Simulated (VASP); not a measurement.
# NiO2 (R-3m) in VASP: notebook

The runs below take NiO2 through single point, with PBEsol.

Program: VASP 6.6.1. These are calculated values, not measurements. Logs are shortened: lines on timing, memory, paths and dates and some standing lists are left out, and cuts for length are marked.

### 1 The cell of the first run

Symmetry: R-3m, No. 166, trigonal system. Conventional cell: a = 2.841 Å, b = 2.841 Å, c = 21.198 Å, α = 90.00°, β = 90.00°, γ = 120.00°. Within 2.5 Å of Ni (site symmetry -3m) lie 6 O at 1.90 Å. Within 2.6 Å of O (site symmetry 3m) lie 3 Ni at 1.90 Å and 3 O at 2.53 Å.

### 2 Single point, PBEsol, collinear spin, ferromagnetic start

Contents of INCAR:

```
ALGO = Normal ; EDIFF = 1E-6
ENCUT = 520 ; GGA = PS
ISIF = 2 ; ISMEAR = -1
ISPIN = 2 ; LASPH = T
LCHARG = F ; LMAXMIX = 4
LORBIT = 11 ; LREAL = F
LWAVE = F ; MAGMOM = 1 0 0
NBANDS = 22 ; NELM = 150
PREC = Accurate ; SIGMA = 0.05
```

Contents of KPOINTS:

```
k-points
0
Gamma
  11 11 11
```

Contents of POSCAR:

```
NiO2
1.0
    1.4205800779      0.8201722904      7.0660723170
   -1.4205800779      0.8201722904      7.0660723170
    0.0000000000     -1.6403445807      7.0660723170
Ni O
1 2
Direct
    0.0000000000      0.0000000000      0.0000000000
    0.3787890000      0.3787890000      0.3787890000
    0.6212110000      0.6212110000      0.6212110000
```

Potentials or basis: VASP PAW PBE potentials, release 64 (Ni, O).

Launch:

```bash
$ cat potpaw_PBE.64/Ni/POTCAR potpaw_PBE.64/O/POTCAR > POTCAR
$ mpirun -np 1 vasp_std > vasp.out
```

OUTCAR:

```text
EDIFF = 1E-6
   ENCUT = 520
   GGA = PS
   ISIF = 2
   ISMEAR = -1
   ISPIN = 2
   LASPH = T
   LORBIT = 11
   LREAL = F
   NELM = 150
   PREC = Accurate

 ion  position               nearest neighbor table
   1  0.000  0.000  0.000-   3 1.90   2 1.90   3 1.90   3 1.90   2 1.90   2 1.90
   2  0.379  0.379  0.379-   1 1.90   1 1.90   1 1.90
   3  0.621  0.621  0.621-   1 1.90   1 1.90   1 1.90

  LATTYP: Found a trigonal (rhomboedric) cell.
 ALAT       =     7.2539719005
 COS(alpha) =     0.9232974685

  Lattice vectors:

 A1 = (   1.4205800779,   0.8201722904,   7.0660723170)
 A2 = (  -1.4205800779,   0.8201722904,   7.0660723170)
 A3 = (   0.0000000000,  -1.6403445807,   7.0660723170)

Analysis of symmetry for initial positions (statically):
=====================================================================
 Subroutine PRICEL returns:
 Original cell was already a primitive cell.

 Routine SETGRP: Setting up the symmetry group for a
 trigonal (rhombohedral) supercell.

 Subroutine GETGRP returns: Found 12 space group operations
 (whereof 12 operations were pure point group operations)
 out of a pool of 12 trial point group operations.

The static configuration has the point symmetry D_3d.

Analysis of symmetry for dynamics (positions and initial velocities):
=====================================================================
 Subroutine PRICEL returns:
 Original cell was already a primitive cell.

 Routine SETGRP: Setting up the symmetry group for a
 trigonal (rhombohedral) supercell.

 Subroutine GETGRP returns: Found 12 space group operations
 (whereof 12 operations were pure point group operations)
 out of a pool of 12 trial point group operations.

The dynamic configuration has the point symmetry D_3d.

Analysis of structural, dynamic, and magnetic symmetry:
=====================================================================
 Subroutine PRICEL returns:
 Original cell was already a primitive cell.

 Routine SETGRP: Setting up the symmetry group for a
 trigonal (rhombohedral) supercell.

 Subroutine GETGRP returns: Found 12 space group operations
 (whereof 12 operations were pure point group operations)
 out of a pool of 12 trial point group operations.

The overall configuration has the point symmetry D_3d.

 Subroutine INISYM returns: Found 12 space group operations
 (whereof 12 operations are pure point group operations),
 and found     1 'primitive' translations

----------------------------------------------------------------------------------------

                                     Primitive cell

  volume of cell :      49.3970

  direct lattice vectors                    reciprocal lattice vectors
     1.420580078  0.820172290  7.066072317     0.351968895  0.203209336  0.047173779
    -1.420580078  0.820172290  7.066072317    -0.351968895  0.203209336  0.047173779
     0.000000000 -1.640344581  7.066072317     0.000000000 -0.406418672  0.047173779

  length of vectors
     7.253971900  7.253971900  7.253971900     0.409147287  0.409147287  0.409147287

  position of ions in fractional coordinates (direct lattice)
     0.000000000  0.000000000  0.000000000
     0.378789000  0.378789000  0.378789000
     0.621211000  0.621211000  0.621211000

  ion indices of the primitive-cell ions
   primitive index   ion index
                 1           1
                 2           2
                 3           3

----------------------------------------------------------------------------------------

 KPOINTS: k-points

Automatic generation of k-mesh.
 Grid dimensions read from file:
 generate k-points for:   11   11   11

 Generating k-lattice:

  Cartesian coordinates                     Fractional coordinates (reciprocal lattice)
     0.031997172  0.018473576  0.004288525     0.090909091  0.000000000  0.000000000
    -0.031997172  0.018473576  0.004288525     0.000000000  0.090909091  0.000000000
     0.000000000 -0.036947152  0.004288525     0.000000000  0.000000000  0.090909091

  Length of vectors
     0.037195208  0.037195208  0.037195208

  Shift w.r.t. Gamma in fractional coordinates (k-lattice)
     0.000000000  0.000000000  0.000000000

 Subroutine IBZKPT returns following result:
 ===========================================

 Found    146 irreducible k-points:

 Following reciprocal coordinates:
            Coordinates               Weight
  0.000000  0.000000  0.000000      1.000000
  0.090909 -0.000000 -0.000000      6.000000
  0.181818  0.000000  0.000000      6.000000
  0.272727  0.000000  0.000000      6.000000
  0.363636  0.000000  0.000000      6.000000
  0.454545  0.000000  0.000000      6.000000
[... 16 lines left out ...]
 -0.272727  0.181818  0.000000     12.000000
 -0.181818  0.181818  0.000000      6.000000
 [... further k-points ...]
   k-points           NKPTS =    146   k-points in BZ     NKDIM =    146   number of bands    NBANDS=     22
   number of dos      NEDOS =    301   number of ions     NIONS =      3
   total plane-waves  NPLWV = 157464
   dimension x,y,z NGX =    54 NGY =   54 NGZ =   54
   dimension x,y,z NGXF=   108 NGYF=  108 NGZF=  108
   ions per type =               1   2
   NGX,Y,Z   is equivalent  to a cutoff of  12.38, 12.38, 12.38 a.u.
   NGXF,Y,Z  is equivalent  to a cutoff of  24.75, 24.75, 24.75 a.u.
 SYSTEM =  unknown system
   PREC   = accura    normal or accurate (medium, high low for compatibility)
   ISTART =      0    job   : 0-new  1-cont  2-samecut
   ICHARG =      2    charge: 1-file 2-atom 10-const
   ISPIN  =      2    spin polarized calculation?
   LNONCOLLINEAR =      F non collinear calculations
   LSORBIT =      F    spin-orbit coupling
   LASPH  =      T    aspherical Exc in radial PAW
   ENCUT  =  520.0 eV  38.22 Ry    6.18 a.u.  13.49 13.49 13.49*2*pi/ulx,y,z
   NELM   =    150;   NELMIN=  2; NELMDL= -5     # of ELM steps
   EDIFF  = 0.1E-05   stopping-criterion for ELM
   LREAL  =      F    real-space projection
   EDIFFG = 0.1E-04   stopping-criterion for IOM
   NSW    =      0    number of steps for IOM
   IBRION =     -1    ionic relax: 0-MD 1-quasi-New 2-CG
   NFREE  =      0    steps in history (QN), initial steepest desc. (CG)
   ISIF   =      2    stress and relaxation
   ISYM   =      2    0-nonsym 1-usesym 2-fastsym
   POTIM  = 0.5000    time-step for ionic-motion
   TEBEG  =    0.0;   TEEND  =   0.0 temperature during run
   PSTRESS=    0.0 pullay stress
   NELECT =      22.0000    total number of electrons
   NUPDOWN=      -1.0000    fix difference up-down
   EMIN   =  10.00;   EMAX   =-10.00  energy-range for DOS
   EFERMI =   0.00;   METHOD = LEGACY
   ISMEAR =    -1;   SIGMA  =   0.05  broadening in eV -4-tet -1-fermi 0-gaus
   EFERMI_NEDOS =   21; number of points for ismear=-14 and -15
   IALGO  =     38    algorithm
   IMIX   =      4    mixing-type and parameters
     AMIX     =   0.40;   BMIX     =  1.00
     AMIX_MAG =   1.60;   BMIX_MAG =  1.00
  volume/ion in A,a.u.               =      16.47       111.12
  Fermi-wavevector in a.u.,A,eV,Ry     =   1.250208  2.362551 21.266186  1.563021
  Thomas-Fermi vector in A             =   2.384213
   LORBIT       =     11    0 simple, 1 ext, 2 COOP (PROOUT), +10 PAW based schemes
   GGA     = PS    functional components
   LHFCALC =     F    Hartree Fock is set to
   AEXX    =    0.0000 exact exchange contribution
   IVDW    =     0    specifies the selected vdW correction
   LEPSILON=     F    determine dielectric tensor
   LRPA    =     F    only Hartree local field effects (RPA)
 spin polarized calculation
  energy-cutoff  :      520.00
  volume of cell :       49.40
 maximum number of plane-waves:      1345
 NGX is ok and might be reduce to    54
   NGX = 27   NGY = 27   NGZ = 27

 number of electron      21.9999998 magnetization      -0.0004780

 number of electron      21.9999998 magnetization       0.0000437

 Free energy of the ion-electron system (eV)
  ---------------------------------------------------
  ext. energy  EPLUGINS =         0.00000000
  ---------------------------------------------------
  free energy    TOTEN  =       -18.67997041 eV

  energy without entropy =      -18.67996865  energy(sigma->0) =      -18.67996953

 E-fermi :  -0.8727     XC(G=0):  -7.8291

 val. band max:       -1.4753003365   @ k =  -0.4545   0.4545   0.3636
 cond. band min:      -0.3010138505   @ k =   0.3636   0.3636   0.0909
 fundamental gap:      1.1742864860
 Fermi energy:        -0.8727299143

 spin component 1

 k-point     1 :       0.0000    0.0000    0.0000
  band No.  band energies     occupation
      1     -20.4133      1.00000
      2     -18.2867      1.00000
      3      -6.4761      1.00000
      4      -6.4761      1.00000
      5      -6.4470      1.00000
      6      -3.2976      1.00000
[... 14 lines left out ...]
     21      22.2033      0.00000
     22      22.2033      0.00000

 k-point     2 :       0.0909   -0.0000   -0.0000
  band No.  band energies     occupation
      1     -20.3133      1.00000
      2     -18.2870      1.00000
      3      -6.5388      1.00000
      4      -6.4141      1.00000
      5      -6.3411      1.00000
      6      -3.6215      1.00000
[... 14 lines left out ...]
     21      20.1745      0.00000
     22      22.3226      0.00000

 k-point     3 :       0.1818    0.0000    0.0000
  band No.  band energies     occupation
      1     -20.0308      1.00000
      2     -18.2929      1.00000
      3      -6.6553      1.00000
      4      -6.2477      1.00000
      5      -6.0579      1.00000
      6      -4.4681      1.00000
[... 14 lines left out ...]
     21      18.6689      0.00000
     22      21.9891      0.00000
[... 476 lines left out ...]
 k-point    23 :      -0.2727    0.1818    0.0000
  band No.  band energies     occupation
      1     -19.0241      1.00000
      2     -18.3817      1.00000
      3      -6.7893      1.00000
      4      -6.4464      1.00000
      5      -5.5712      1.00000
      6      -4.8926      1.00000
[... 14 lines left out ...]
     21      17.8905      0.00000
     22      18.2695      0.00000

 k-point    24 :      -0.1818    0.1818    0.0000
  band No.  band energies     occupation
      1     -19.4111      1.00000
      2     -18.3293      1.00000
      3      -6.6379      1.00000
      4      -6.2872      1.00000
      5      -5.6770      1.00000
      6      -4.9396      1.00000
[... 14 lines left out ...]
     21      18.5536      0.00000
     22      19.5348      0.00000

 [... further k-points ...]

 spin component 2

 k-point     1 :       0.0000    0.0000    0.0000
  band No.  band energies     occupation
      1     -20.4133      1.00000
      2     -18.2866      1.00000
      3      -6.4760      1.00000
      4      -6.4760      1.00000
      5      -6.4469      1.00000
      6      -3.2975      1.00000
[... 14 lines left out ...]
     21      22.2033      0.00000
     22      22.2033      0.00000

 k-point     2 :       0.0909   -0.0000   -0.0000
  band No.  band energies     occupation
      1     -20.3133      1.00000
      2     -18.2870      1.00000
      3      -6.5387      1.00000
      4      -6.4140      1.00000
      5      -6.3410      1.00000
      6      -3.6214      1.00000
[... 14 lines left out ...]
     21      20.1744      0.00000
     22      22.3226      0.00000

 k-point     3 :       0.1818    0.0000    0.0000
  band No.  band energies     occupation
      1     -20.0308      1.00000
      2     -18.2928      1.00000
      3      -6.6553      1.00000
      4      -6.2476      1.00000
      5      -6.0579      1.00000
      6      -4.4680      1.00000
[... 14 lines left out ...]
     21      18.6689      0.00000
     22      21.9894      0.00000
[... 476 lines left out ...]
 k-point    23 :      -0.2727    0.1818    0.0000
  band No.  band energies     occupation
      1     -19.0240      1.00000
      2     -18.3816      1.00000
      3      -6.7893      1.00000
      4      -6.4464      1.00000
      5      -5.5711      1.00000
      6      -4.8925      1.00000
[... 14 lines left out ...]
     21      17.8905      0.00000
     22      18.2697      0.00000

 k-point    24 :      -0.1818    0.1818    0.0000
  band No.  band energies     occupation
      1     -19.4111      1.00000
      2     -18.3293      1.00000
      3      -6.6378      1.00000
      4      -6.2872      1.00000
      5      -5.6770      1.00000
      6      -4.9395      1.00000
[... 14 lines left out ...]
     21      18.5537      0.00000
     22      19.5348      0.00000

 [... further k-points ...]

------------------------ aborting loop because EDIFF is reached ----------------------------------------

  FORCE on cell =-STRESS in cart. coord.  units (eV):
  Direction    XX          YY          ZZ          XY          YZ          ZX
  --------------------------------------------------------------------------------------
  -------------------------------------------------------------------------------------
  Total       -2.6168158     -2.6168158     -1.8341027     -0.0000000     -0.0000000      0.0000000
  in kB      -84.8757447    -84.8757447    -59.4886456     -0.0000000     -0.0000000      0.0000000
  external PRESSURE =     -76.4133783 kB  Pullay stress =       0.0000000 kB

 VOLUME and BASIS-vectors are now :
 -----------------------------------------------------------------------------
  energy-cutoff  :      520.00
  volume of cell :       49.40
      direct lattice vectors                 reciprocal lattice vectors
     1.420580078  0.820172290  7.066072317     0.351968895  0.203209336  0.047173779
    -1.420580078  0.820172290  7.066072317    -0.351968895  0.203209336  0.047173779
     0.000000000 -1.640344581  7.066072317     0.000000000 -0.406418672  0.047173779

 POSITION                                       TOTAL-FORCE (eV/Angst)
 -----------------------------------------------------------------------------------
      0.00000      0.00000      0.00000         0.000000     -0.000000     -0.000000
      0.00000      0.00000      8.02965         0.000000     -0.000000     -0.920197
      0.00000      0.00000     13.16857         0.000000      0.000000      0.920197
 -----------------------------------------------------------------------------------
    total drift:                                0.000000     -0.000000      0.000000

  FREE ENERGIE OF THE ION-ELECTRON SYSTEM (eV)
  ---------------------------------------------------
  free  energy   TOTEN  =       -18.6799704135 eV

  energy  without entropy=      -18.6799686515  energy(sigma->0) =      -18.67996953

 total charge

# of ion       s       p       d       tot
------------------------------------------
    1        0.486   0.746   8.177   9.410
    2        1.588   3.280   0.000   4.868
    3        1.588   3.280   0.000   4.868
--------------------------------------------------
tot          3.663   7.307   8.177  19.147

 magnetization (x)

# of ion       s       p       d       tot
------------------------------------------
    1       -0.000  -0.000   0.000   0.000
    2       -0.000  -0.000   0.000  -0.000
    3       -0.000  -0.000   0.000  -0.000
--------------------------------------------------
tot         -0.000  -0.000   0.000   0.000
```

Run time: 27 min. Hardware: 1 thread of Intel Xeon Platinum 8259CL at 2.50GHz (Skylake/Cascade Lake), shared host; peak memory 0.65 GiB.

Results:

```yaml
Free_energy: -18.6800 eV
Pressure: -7.6 GPa
Largest_force: 0.920 eV/Å
Band_gap_on_the_k_mesh: 1.17 eV (least direct gap 1.42 eV)
Net_moment: 0.00 μB per cell
Valence_electrons_inside_the_program's_atomic_spheres: Ni 9.41; O 4.87
```

Forces in eV/Å, atoms in the order of the input:
```
Ni   0.000  0.000  0.000
O    0.000  0.000 -0.920
O    0.000  0.000  0.920
```

Stress tensor (GPa, compression positive):
```
-8.49  0.00  0.00
 0.00 -8.49  0.00
 0.00  0.00 -5.95
```

Levels at points of the mesh, in eV from the valence-band top:
Spin up:
```
           k point  band 7  band 8  band 9  band 10  band 11  band 12  band 13  band 14  band 15  band 16
(0.00, 0.00, 0.00)   -1.82   -1.08   -0.82    -0.82    -0.10     2.24     2.24     6.95    10.18    10.23
```
Spin down:
| k point | band 9 | band 10 | band 11 | band 12 | band 13 | band 14 |
| --- | --- | --- | --- | --- | --- | --- |
| (0.00, 0.00, 0.00) | -0.82 | -0.82 | -0.10 | 2.24 | 2.24 | 6.95 |

Caveat: the cell stands under tension; the PAW data sets were made with another functional, which shifts forces and pressure a little; an odd mesh through Γ misses points on the zone boundary, where band edges can lie.

(Part 1 of 2 ends here.)
